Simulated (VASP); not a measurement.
# BP (F-43m) in VASP: further runs

The runs below take BP through relaxation of cell and atoms, single point, with LDA.

All numbers are computed with VASP 6.6.1; they aren't measurements. Logs are shortened: lines on timing, memory, paths and dates and some standing lists are left out, and cuts for length are marked.

## Step 1: The cell of the first run

Symmetry: F-43m, No. 216, cubic system. The conventional cell has a = 4.538 Å, b = 4.538 Å, c = 4.538 Å, α = 90.00°, β = 90.00°, γ = 90.00°. B (site symmetry -43m) has 4 P at 1.97 Å within 2.6 Å. P (site symmetry -43m) has 4 B at 1.97 Å within 2.6 Å.

## Step 2: Relaxation of cell and atoms, LDA

INCAR reads:

```
  PREC = Accurate
  ENCUT = 600
  EDIFF = 1E-7
  ISMEAR = 0
  SIGMA = 0.02
  LREAL = F
  LASPH = T
  NELM = 60
  ALGO = Normal
  ISIF = 3
  LWAVE = F
  LCHARG = F
  GGA = CA
  IBRION = 2
  NSW = 100
  EDIFFG = -0.005
```

KPOINTS reads:

```
Automatic mesh
0
Gamma
  10 10 10
```

POSCAR reads:

```
BP
1.0
    0.0000000000      2.2690000000      2.2690000000
    2.2690000000      0.0000000000      2.2690000000
    2.2690000000      2.2690000000      0.0000000000
B P
1 1
Direct
    0.0000000000      0.0000000000      0.0000000000
    0.7500000000      0.7500000000      0.7500000000
```

Potentials or basis: VASP PAW LDA potentials, release 64 (B, P).

On the command line:

```
$ cat potpaw_LDA.64/B/POTCAR potpaw_LDA.64/P/POTCAR > POTCAR
$ mpirun -np 1 vasp_std > vasp.out
```

OUTCAR:

```text
PREC = Accurate
   ENCUT = 600
   EDIFF = 1E-7
   ISMEAR = 0
   LREAL = F
   LASPH = T
   NELM = 60
   ISIF = 3
   GGA = CA
   IBRION = 2
   NSW = 100
   EDIFFG = -0.005

 ion  position               nearest neighbor table
   1  0.000  0.000  0.000-   2 1.97   2 1.97   2 1.97   2 1.97
   2  0.750  0.750  0.750-   1 1.97   1 1.97   1 1.97   1 1.97

  LATTYP: Found a face centered cubic cell.
 ALAT       =     4.5380000000

  Lattice vectors:

 A1 = (   0.0000000000,   2.2690000000,   2.2690000000)
 A2 = (   2.2690000000,   0.0000000000,   2.2690000000)
 A3 = (   2.2690000000,   2.2690000000,   0.0000000000)

Analysis of symmetry for initial positions (statically):
=====================================================================
 Subroutine PRICEL returns:
 Original cell was already a primitive cell.

 Routine SETGRP: Setting up the symmetry group for a
 face centered cubic supercell.

 Subroutine GETGRP returns: Found 24 space group operations
 (whereof 24 operations were pure point group operations)
 out of a pool of 48 trial point group operations.

The static configuration has the point symmetry T_d .

Analysis of symmetry for dynamics (positions and initial velocities):
=====================================================================
 Subroutine PRICEL returns:
 Original cell was already a primitive cell.

 Routine SETGRP: Setting up the symmetry group for a
 face centered cubic supercell.

 Subroutine GETGRP returns: Found 24 space group operations
 (whereof 24 operations were pure point group operations)
 out of a pool of 48 trial point group operations.

The dynamic configuration has the point symmetry T_d .

 Subroutine INISYM returns: Found 24 space group operations
 (whereof 24 operations are pure point group operations),
 and found     1 'primitive' translations

----------------------------------------------------------------------------------------

                                     Primitive cell

  volume of cell :      23.3633

  direct lattice vectors                    reciprocal lattice vectors
     0.000000000  2.269000000  2.269000000    -0.220361393  0.220361393  0.220361393
     2.269000000  0.000000000  2.269000000     0.220361393 -0.220361393  0.220361393
     2.269000000  2.269000000  0.000000000     0.220361393  0.220361393 -0.220361393

  length of vectors
     3.208850573  3.208850573  3.208850573     0.381677128  0.381677128  0.381677128

  position of ions in fractional coordinates (direct lattice)
     0.000000000  0.000000000  0.000000000
     0.750000000  0.750000000  0.750000000

  ion indices of the primitive-cell ions
   primitive index   ion index
                 1           1
                 2           2

----------------------------------------------------------------------------------------

 KPOINTS: Automatic mesh

Automatic generation of k-mesh.
 Grid dimensions read from file:
 generate k-points for:   10   10   10

 Generating k-lattice:

  Cartesian coordinates                     Fractional coordinates (reciprocal lattice)
    -0.022036139  0.022036139  0.022036139     0.100000000  0.000000000  0.000000000
     0.022036139 -0.022036139  0.022036139     0.000000000  0.100000000  0.000000000
     0.022036139  0.022036139 -0.022036139     0.000000000  0.000000000  0.100000000

  Length of vectors
     0.038167713  0.038167713  0.038167713

  Shift w.r.t. Gamma in fractional coordinates (k-lattice)
     0.000000000  0.000000000  0.000000000

 Subroutine IBZKPT returns following result:
 ===========================================

 Found     47 irreducible k-points:

 Following reciprocal coordinates:
            Coordinates               Weight
  0.000000  0.000000  0.000000      1.000000
  0.100000  0.000000  0.000000      8.000000
  0.200000  0.000000  0.000000      8.000000
  0.300000  0.000000  0.000000      8.000000
  0.400000  0.000000  0.000000      8.000000
  0.500000  0.000000  0.000000      4.000000
[... 16 lines left out ...]
  0.300000  0.300000  0.000000      6.000000
  0.400000  0.300000  0.000000     24.000000
 [... further k-points ...]
   k-points           NKPTS =     47   k-points in BZ     NKDIM =     47   number of bands    NBANDS=      8
   number of dos      NEDOS =    301   number of ions     NIONS =      2
   total plane-waves  NPLWV =  21952
   dimension x,y,z NGX =    28 NGY =   28 NGZ =   28
   dimension x,y,z NGXF=    56 NGYF=   56 NGZF=   56
   ions per type =               1   1
   NGX,Y,Z   is equivalent  to a cutoff of  14.51, 14.51, 14.51 a.u.
   NGXF,Y,Z  is equivalent  to a cutoff of  29.01, 29.01, 29.01 a.u.
 SYSTEM =  unknown system
   PREC   = accura    normal or accurate (medium, high low for compatibility)
   ISTART =      0    job   : 0-new  1-cont  2-samecut
   ICHARG =      2    charge: 1-file 2-atom 10-const
   ISPIN  =      1    spin polarized calculation?
   LNONCOLLINEAR =      F non collinear calculations
   LSORBIT =      F    spin-orbit coupling
   LASPH  =      T    aspherical Exc in radial PAW
   ENCUT  =  600.0 eV  44.10 Ry    6.64 a.u.   6.41  6.41  6.41*2*pi/ulx,y,z
   NELM   =     60;   NELMIN=  2; NELMDL= -5     # of ELM steps
   EDIFF  = 0.1E-06   stopping-criterion for ELM
   LREAL  =      F    real-space projection
   EDIFFG = -.5E-02   stopping-criterion for IOM
   NSW    =    100    number of steps for IOM
   IBRION =      2    ionic relax: 0-MD 1-quasi-New 2-CG
   NFREE  =      1    steps in history (QN), initial steepest desc. (CG)
   ISIF   =      3    stress and relaxation
   ISYM   =      2    0-nonsym 1-usesym 2-fastsym
   POTIM  = 0.5000    time-step for ionic-motion
   TEBEG  =    0.0;   TEEND  =   0.0 temperature during run
   PSTRESS=    0.0 pullay stress
   NELECT =       8.0000    total number of electrons
   NUPDOWN=      -1.0000    fix difference up-down
   EMIN   =  10.00;   EMAX   =-10.00  energy-range for DOS
   EFERMI =   0.00;   METHOD = LEGACY
   ISMEAR =     0;   SIGMA  =   0.02  broadening in eV -4-tet -1-fermi 0-gaus
   EFERMI_NEDOS =   21; number of points for ismear=-14 and -15
   IALGO  =     38    algorithm
   IMIX   =      4    mixing-type and parameters
     AMIX     =   0.40;   BMIX     =  1.00
     AMIX_MAG =   1.60;   BMIX_MAG =  1.00
  volume/ion in A,a.u.               =      11.68        78.83
  Fermi-wavevector in a.u.,A,eV,Ry     =   1.145320  2.164342 17.847562  1.311759
  Thomas-Fermi vector in A             =   2.282009
   LORBIT       =      0    0 simple, 1 ext, 2 COOP (PROOUT), +10 PAW based schemes
   GGA     = CA    functional components
   LHFCALC =     F    Hartree Fock is set to
   AEXX    =    0.0000 exact exchange contribution
   IVDW    =     0    specifies the selected vdW correction
   LEPSILON=     F    determine dielectric tensor
   LRPA    =     F    only Hartree local field effects (RPA)
 conjugate gradient relaxation of ions
 non-spin polarized calculation
 Gauss-broadening in eV      SIGMA  =   0.02
  energy-cutoff  :      600.00
  volume of cell :       23.36
 maximum number of plane-waves:       794
 NGX is ok and might be reduce to    28
   NGX = 13   NGY = 13   NGZ = 13

--------------------------------------- Ionic step        1  -------------------------------------------

 number of electron       8.0000000 magnetization

 Free energy of the ion-electron system (eV)
  ---------------------------------------------------
  ext. energy  EPLUGINS =         0.00000000
  ---------------------------------------------------
  free energy    TOTEN  =       -14.38870181 eV

  energy without entropy =      -14.38870181  energy(sigma->0) =      -14.38870181

------------------------ aborting loop because EDIFF is reached ----------------------------------------

  FORCE on cell =-STRESS in cart. coord.  units (eV):
  Direction    XX          YY          ZZ          XY          YZ          ZX
  --------------------------------------------------------------------------------------
  -------------------------------------------------------------------------------------
  Total       -0.7754658     -0.7754658     -0.7754658      0.0000000     -0.0000000     -0.0000000
  in kB      -53.1789520    -53.1789520    -53.1789520      0.0000000     -0.0000000     -0.0000000
  external PRESSURE =     -53.1789520 kB  Pullay stress =       0.0000000 kB

 VOLUME and BASIS-vectors are now :
 -----------------------------------------------------------------------------
  energy-cutoff  :      600.00
  volume of cell :       23.36
      direct lattice vectors                 reciprocal lattice vectors
     0.000000000  2.269000000  2.269000000    -0.220361393  0.220361393  0.220361393
     2.269000000  0.000000000  2.269000000     0.220361393 -0.220361393  0.220361393
     2.269000000  2.269000000  0.000000000     0.220361393  0.220361393 -0.220361393
[... 37 lines left out ...]
 POSITION                                       TOTAL-FORCE (eV/Angst)
 -----------------------------------------------------------------------------------
      4.45312      2.22656      2.22656        -0.000000     -0.000000     -0.000000
      3.33984      3.33984      3.33984         0.000000      0.000000      0.000000
 -----------------------------------------------------------------------------------
    total drift:                                0.000000      0.000000      0.000000

  FREE ENERGIE OF THE ION-ELECTRON SYSTEM (eV)
  ---------------------------------------------------
  free  energy   TOTEN  =       -14.3937485169 eV

  energy  without entropy=      -14.3937485169  energy(sigma->0) =      -14.39374852

--------------------------------------- Ionic step        3  -------------------------------------------

 number of electron       8.0000001 magnetization

 Free energy of the ion-electron system (eV)
  ---------------------------------------------------
  ext. energy  EPLUGINS =         0.00000000
  ---------------------------------------------------
  free energy    TOTEN  =       -14.40128775 eV

  energy without entropy =      -14.40128775  energy(sigma->0) =      -14.40128775

 E-fermi :   7.9526     XC(G=0): -11.2208

 val. band max:        7.7923819601   @ k =   0.0000   0.0000   0.0000
 cond. band min:       8.9426816563   @ k =   0.4000   0.4000   0.0000
 fundamental gap:      1.1502996962
 Fermi energy:         7.9526227873

 k-point     1 :       0.0000    0.0000    0.0000
  band No.  band energies     occupation
      1      -7.8827      2.00000
      2       7.7924      2.00000
      3       7.7924      2.00000
      4       7.7924      2.00000
      5      11.2223      0.00000
      6      11.2223      0.00000
      7      11.2223      0.00000
      8      15.6553      0.00000

 k-point     2 :       0.1000    0.0000    0.0000
  band No.  band energies     occupation
      1      -7.6980      2.00000
      2       6.4779      2.00000
      3       7.4906      2.00000
      4       7.4906      2.00000
      5      11.6397      0.00000
      6      11.6397      0.00000
      7      11.6807      0.00000
      8      16.1274      0.00000
[... 221 lines left out ...]
 k-point    23 :       0.3000    0.3000    0.0000
  band No.  band energies     occupation
      1      -5.7133      2.00000
      2       2.9961      2.00000
      3       4.4863      2.00000
      4       4.4863      2.00000
      5       9.2469      0.00000
      6      11.6078      0.00000
      7      16.7902      0.00000
      8      16.7902      0.00000

 k-point    24 :       0.4000    0.3000    0.0000
  band No.  band energies     occupation
      1      -4.8638      2.00000
      2       1.6364      2.00000
      3       3.6288      2.00000
      4       4.1856      2.00000
      5       9.5316      0.00000
      6      11.3276      0.00000
      7      17.4111      0.00000
      8      17.4369      0.00000

 [... further k-points ...]
[... 5 lines left out ...]
  --------------------------------------------------------------------------------------
  -------------------------------------------------------------------------------------
  Total       -0.0022234     -0.0022234     -0.0022234     -0.0000000     -0.0000000      0.0000000
  in kB       -0.1574474     -0.1574474     -0.1574474     -0.0000000     -0.0000000      0.0000000
  external PRESSURE =      -0.1574474 kB  Pullay stress =       0.0000000 kB

 VOLUME and BASIS-vectors are now :
 -----------------------------------------------------------------------------
  energy-cutoff  :      600.00
  volume of cell :       22.63
      direct lattice vectors                 reciprocal lattice vectors
     0.000000000  2.244866212  2.244866212    -0.222730423  0.222730423  0.222730423
     2.244866212 -0.000000000  2.244866212     0.222730423 -0.222730423  0.222730423
     2.244866212  2.244866212 -0.000000000     0.222730423  0.222730423 -0.222730423

 POSITION                                       TOTAL-FORCE (eV/Angst)
 -----------------------------------------------------------------------------------
      0.00000      0.00000      0.00000         0.000000      0.000000      0.000000
      3.36730      3.36730      3.36730        -0.000000     -0.000000     -0.000000
 -----------------------------------------------------------------------------------
    total drift:                                0.000000      0.000000      0.000000

  FREE ENERGIE OF THE ION-ELECTRON SYSTEM (eV)
  ---------------------------------------------------
  free  energy   TOTEN  =       -14.4012877546 eV

  energy  without entropy=      -14.4012877546  energy(sigma->0) =      -14.40128775

 reached required accuracy - stopping structural energy minimisation
```

It took 14 s on 1 thread of AMD EPYC 9R45 (Zen 5), shared host; peak memory 0.11 GiB.

What came out:

- Free energy: -14.4013 eV
- Relaxed volume: 11.31 Å³/atom
- Relaxed cell: a = 3.175 Å, b = 3.175 Å, c = 3.175 Å, α = 60.00°, β = 60.00°, γ = 60.00°
- Space group after relaxing (to 0.05 Å): F-43m (No. 216)
- Energy gained by relaxing: 6.3 meV/atom
- Ionic steps: 3
- Pressure after relaxing: 0.0 GPa
- Band gap on the k mesh: 1.15 eV, indirect (least direct gap 3.43 eV)

The path:
```tsv
step	energy change (eV)	largest force (eV/Å)	pressure (GPa)	volume (Å³)
1	0.0000	0.0000	-5.32	23.36
2	-0.0050	0.0000	4.50	22.08
3	-0.0126	0.0000	-0.02	22.63
```

Final structure:
```cif
data_structure
_symmetry_space_group_name_H-M 'P 1'
_symmetry_Int_Tables_number 1
_cell_length_a 3.1747
_cell_length_b 3.1747
_cell_length_c 3.1747
_cell_angle_alpha 60.000
_cell_angle_beta 60.000
_cell_angle_gamma 60.000
_cell_volume 22.63
loop_
_atom_site_label
_atom_site_type_symbol
_atom_site_fract_x
_atom_site_fract_y
_atom_site_fract_z
_atom_site_occupancy
B1 B 0.00000 0.00000 0.00000 1
P1 P 0.75000 0.75000 0.75000 1
```

Levels at points of the mesh, in eV from the valence-band top:
```tsv
k point	band 2	band 3	band 4	band 5	band 6	band 7
(0.00, 0.00, 0.00)	0.00	0.00	0.00	3.43	3.43	3.43
(0.50, 0.00, 0.00)	-9.24	-1.79	-1.79	3.98	4.70	4.70
(0.50, 0.50, 0.00)	-8.65	-4.22	-4.22	1.24	1.53	12.30
```

(Continued in part 2 of 2.)
